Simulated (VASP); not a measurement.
Input of a VASP 6.6.1 run:

The input POSCAR:

```
HfO2
1.0
    0.0000000000      2.5160796100      2.5160796100
    2.5160796100      0.0000000000      2.5160796100
    2.5160796100      2.5160796100      0.0000000000
Hf O
1 2
Direct
    0.0000000000      0.0000000000      0.0000000000
    0.7500000000      0.7500000000      0.7500000000
    0.2500000000      0.2500000000      0.2500000000
```

File INCAR.step1:

```
SYSTEM = HfO2
PREC = Accurate
ENCUT = 600
ISMEAR = 0
SIGMA = 0.1
LREAL = .False.
LASPH = .True.
NELM = 60
GGA = PE
ALGO = Normal
EDIFF = 1E-4
LWAVE = .True.
LCHARG = .False.
```

File INCAR.step2:

```
SYSTEM = HfO2
PREC = Accurate
ENCUT = 600
EDIFF = 1E-6
ISMEAR = 0
SIGMA = 0.1
LREAL = .False.
LASPH = .True.
NELM = 60
ALGO = Normal
ISIF = 3
LWAVE = .False.
LCHARG = .False.
METAGGA = R2SCAN
LMIXTAU = .True.
IBRION = 2
NSW = 90
EDIFFG = -0.04
ISTART = 1
```

Contents of KPOINTS:

```
Automatic mesh
0
Gamma
  6 6 6
  0 0 0
```

Potentials or basis: VASP PAW PBE potentials, release 64 (Hf_pv, O).

Run with:

```console
$ cat potpaw_PBE.64/Hf_pv/POTCAR potpaw_PBE.64/O/POTCAR > POTCAR
$ cp INCAR.step1 INCAR
$ mpirun -np 1 vasp_std > vasp.out
$ cp INCAR.step2 INCAR
$ mpirun -np 1 vasp_std > vasp.out
```

Question: What does it give for the band gap on the k mesh?

Answer: 4.36 eV, direct.

Final structure:
```
Hf O
1.0
     0.00000    2.51608    2.51608
     2.51608    0.00000    2.51608
     2.51608    2.51608    0.00000
Hf O
1 2
Direct
  0.00000 0.00000 0.00000
  0.75000 0.75000 0.75000
  0.25000 0.25000 0.25000
```

Caveat: the relaxation stopped at its first step, so nothing moved; spin-orbit coupling is left out, which moves the levels of the heavy elements. A k mesh can miss the band edges.
